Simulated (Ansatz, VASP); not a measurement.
**One calculation of Zn, two programs**

```
CELL_PARAMETERS angstrom
-1.45656 1.45656 1.45656
1.45656 -1.45656 1.45656
1.45656 1.45656 -1.45656
ATOMIC_POSITIONS crystal
Zn 0.00000 0.00000 0.00000
```

Change from the starting cell: volume scaled by 0.8.

Alike in both runs: task single point; functional PBEsol; k mesh 12 × 12 × 12; occupations methfessel-paxton of order 1, width 0.1 eV; non-collinear spin.

|  | VASP | Ansatz |
| --- | --- | --- |
| version | VASP 6.6.1 | Ansatz 0.2.0 |
| potentials or method | VASP PAW PBE potentials, release 64 (Zn) | JTH PAW |
| plane-wave cutoff (eV) | 520 | 1080 |
| valence electrons in the cell | 12 | 12 |

|  | VASP | Ansatz | Ansatz less VASP |
| --- | --- | --- | --- |
| gap on the k mesh at the Fermi level (eV) | none | none | - |
| pressure (GPa) | 17.8 | 16.9 | -0.92 |
| net moment per atom (μB) | 0.00 | 0.00 | 0.000 |

VASP's potentials were made for PBE, not for PBEsol. A gap of «none» marks a metal or a gap that the smearing closes. The functional is the same, so the differences come from potentials, cutoffs and numerics.
